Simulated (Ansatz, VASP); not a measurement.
**Pd in VASP and in Ansatz**

```
CELL_PARAMETERS angstrom
0.00000 2.86737 2.86737
2.86737 0.00000 2.86737
2.86737 2.86737 0.00000
ATOMIC_POSITIONS crystal
Pd 0.12500 0.12500 0.12500
Pd 0.87500 0.87500 0.87500
```

Alike in both runs: task single point; functional r2SCAN; k mesh 16 × 16 × 16; occupations fermi-dirac, width 0.05 eV; collinear spin.

|  | VASP | Ansatz |
| --- | --- | --- |
| version | VASP 6.6.1 | Ansatz 0.2.0 |
| potentials or method | VASP PAW PBE potentials, release 64 (Pd), cutoff 520 eV | plane waves (500 eV) with PAW, scalar-relativistic |
| valence electrons in the cell | 20 | 36 |

|  | VASP | Ansatz | Ansatz less VASP |
| --- | --- | --- | --- |
| net moment per atom (μB) | 0.53 | 0.52 | -0.010 |
| size of the moment on the site where the two differ most (μB) | 0.52 | 0.52 | -0.004 |

VASP's potentials were made for PBE, not for r2SCAN. Site moments also hang on the region over which each program counts them. With one functional, cell and mesh, what is left measures potentials, basis and numerics. VASP's potentials hold 20 valence electrons a cell and Ansatz's 36, so a difference there can come from the potentials and not from the codes. Ansatz's warnings: stability check not made.
